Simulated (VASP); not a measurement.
Set up this calculation in VASP 6.6.1, as the native input.

```
Task                   : relaxation of cell and atoms
Functional             : PBE
Potentials or basis    : VASP PAW PBE potentials, release 64 (Ba_sv, Ir)
Cutoff                 : 600 eV
k mesh                 : 6 × 6 × 6
Occupations            : gaussian, width 0.1 eV
Spin                   : no spin polarisation
Dipole correction      : no
Further INCAR settings : ALGO = Fast; EDIFF = 1e-06; IBRION = 2; EDIFFG = -0.04; NSW = 90; ISIF = 3
```

The structure of Ba2Ir lies in POSCAR:

```
Ba2Ir
1.0
    5.3773439056      0.0000000000      0.0000000000
   -2.6886719528      4.6569164272      0.0000000000
    0.0000000000      0.0000000000      3.3679787218
Ba Ir
2 1
Direct
    0.3333333333      0.6666666667      0.5000000000
    0.6666666667      0.3333333333      0.5000000000
    0.0000000000      0.0000000000      0.0000000000
```

The input as run:

INCAR

```
PREC = Accurate ; ENCUT = 600
EDIFF = 1E-6 ; ISMEAR = 0
SIGMA = 0.1 ; LREAL = False
LASPH = True ; NELM = 60
ALGO = Fast ; ISIF = 3
LWAVE = False ; LCHARG = False
GGA = PE ; IBRION = 2
NSW = 90 ; EDIFFG = -0.04
```

KPOINTS

```
regular mesh
0
Gamma
  6 6 6
```

Potentials or basis: VASP PAW PBE potentials, release 64 (Ba_sv, Ir).

Launch:

```sh
$ cat potpaw_PBE.64/Ba_sv/POTCAR potpaw_PBE.64/Ir/POTCAR > POTCAR
$ mpirun -np 1 vasp_std > vasp.out
```

Results of the run:

| Quantity | Value |
| --- | --- |
| Relaxed volume | 29.20 Å³/atom |
| Relaxed cell | a = 5.469 Å, b = 5.469 Å, c = 3.382 Å, α = 90.00°, β = 90.00°, γ = 120.00° |
| Space group after relaxing (to 0.1 Å) | P6/mmm (No. 191) |
| Energy gained by relaxing | 8.4 meV/atom |
| Ionic steps | 3 |
| Pressure after relaxing | 0.0 GPa |
| Band gap on the k mesh | zero (an odd number of electrons rules out a gap without spin polarisation) |

Caveat: spin-orbit coupling is left out, which moves the levels of the heavy elements.

It took 5.2 min on 1 thread of Oxide Virtual Turin-like Processor, with other jobs on the host, peak memory 0.24 GiB.
